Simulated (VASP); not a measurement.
# MoS2 (rutile type): electric field gradients with PBE

Crystal: MoS2 (rutile type).

```
CELL_PARAMETERS angstrom
5.91312 0.00000 0.00000
0.00000 5.91312 0.00000
0.00000 0.00000 3.25356
ATOMIC_POSITIONS crystal
Mo 0.00000 0.00000 0.00000
Mo 0.50000 0.50000 0.50000
S 0.28701 0.28701 0.00000
S 0.71299 0.71299 0.00000
S 0.78701 0.21299 0.50000
S 0.21299 0.78701 0.50000
```

* Program: VASP 6.6.1
* Task: electric field gradients
* Functional: PBE
* Potentials or basis: VASP PAW PBE potentials, release 64 (Mo_sv, S)
* Cutoff: 520 eV
* k mesh: 6 × 6 × 10
* Occupations: fermi-dirac, width 0.03 eV
* Spin: no spin polarisation
* Dipole correction: no
* Further INCAR settings: ALGO = Normal; EDIFF = 1e-08; NBANDS = 35

```yaml
Pressure: -2.6 GPa
Largest_force: 0.087 eV/Å
Band_gap_on_the_k_mesh: zero (bands 26 and 27 overlap by 0.97 eV)
Largest_electric_field_gradient_by_atom: Mo -59.3; S -18.9 V/Å²
```

Forces on the atoms (eV/Å):
```
Mo   0.000  0.000  0.000
Mo   0.000  0.000  0.000
S    0.062  0.062  0.000
S   -0.062 -0.062  0.000
S    0.062 -0.062  0.000
S   -0.062  0.062  0.000
```

Levels at points of the mesh, in eV from the Fermi level:
```
           k point  band 23  band 24  band 25  band 26  band 27  band 28  band 29  band 30
(0.00, 0.00, 0.00)    -1.34    -0.84    -0.84    -0.31    -0.31    -0.13     0.36     1.62
(0.50, 0.00, 0.00)    -1.61    -1.61    -0.77    -0.77     0.88     0.88     1.00     1.00
(0.50, 0.50, 0.00)    -1.96    -1.96    -0.85    -0.85    -0.29    -0.29     1.85     1.85
(0.00, 0.00, 0.50)    -2.50    -2.50     0.47     0.47     1.07     1.07     1.57     1.57
(0.50, 0.00, 0.50)    -1.58    -1.58    -1.35    -1.35     1.34     1.34     1.48     1.48
(0.50, 0.50, 0.50)    -1.50    -1.50     0.09     0.09     0.14     0.14     1.48     1.48
```

Electric field gradients, principal values (V/Å²):
| atom | least | middle | greatest (by size) |
| --- | --- | --- | --- |
| 1 Mo | 9.318 | 49.938 | -59.256 |
| 2 Mo | 9.318 | 49.938 | -59.256 |
| 3 S | 6.804 | 12.079 | -18.883 |
| 4 S | 6.804 | 12.079 | -18.883 |
| 5 S | 6.804 | 12.079 | -18.883 |
| 6 S | 6.804 | 12.079 | -18.883 |

Run time: 3 min on 1 thread of Oxide Virtual Turin-like Processor (shared host), peak memory 0.3 GiB.

Caveat: without QUAD_EFG the Cq values of the log hold for a quadrupole moment of 1 mb, not for the nuclei.
